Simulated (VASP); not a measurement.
Write the native input for VASP 6.6.1 that does the following.

```yaml
Task: single point
Functional: PBEsol
Potentials_or_basis: VASP PAW PBE potentials, release 64 (Sc_sv, Pt)
Cutoff: 520 eV
k_mesh: 14 × 14 × 14
Occupations: fermi-dirac, width 0.1 eV
Spin: no spin polarisation
Dipole_correction: no
Further_INCAR_settings: ALGO = Normal; EDIFF = 1e-06; NBANDS = 18
```

The structure of ScPt lies in POSCAR:

```
ScPt
1.0
    3.2329375320      0.0000000000      0.0000000000
    0.0000000000      3.2329375320      0.0000000000
    0.0000000000      0.0000000000      3.2329375320
Sc Pt
1 1
Direct
    0.5000000000      0.5000000000      0.5000000000
    0.0000000000      0.0000000000      0.0000000000
```

One way to write it, as run:

INCAR

```
SYSTEM = ScPt
ALGO = Normal
EDIFF = 1E-6
ENCUT = 520
GGA = PS
ISIF = 2
ISMEAR = -1
LASPH = .TRUE.
LCHARG = .FALSE.
LREAL = .FALSE.
LWAVE = .FALSE.
NBANDS = 18
NELM = 100
PREC = Accurate
SIGMA = 0.1
```

KPOINTS

```
k-points
0
G
  14 14 14
  0 0 0
```

Potentials or basis: VASP PAW PBE potentials, release 64 (Sc_sv, Pt).

The run is started by

```bash
$ cat potpaw_PBE.64/Sc_sv/POTCAR potpaw_PBE.64/Pt/POTCAR > POTCAR
$ mpirun -np 1 vasp_std > vasp.out
```

Results of the run:

| Item | Value |
| --- | --- |
| Pressure | 4.2 GPa |

Caveat: the PAW data sets were made with another functional, which shifts forces and pressure a little.

Wall time 50 s on 1 thread of AMD EPYC 7R43 64-Core Processor (Zen 3) (shared host), peak memory 0.16 GiB.
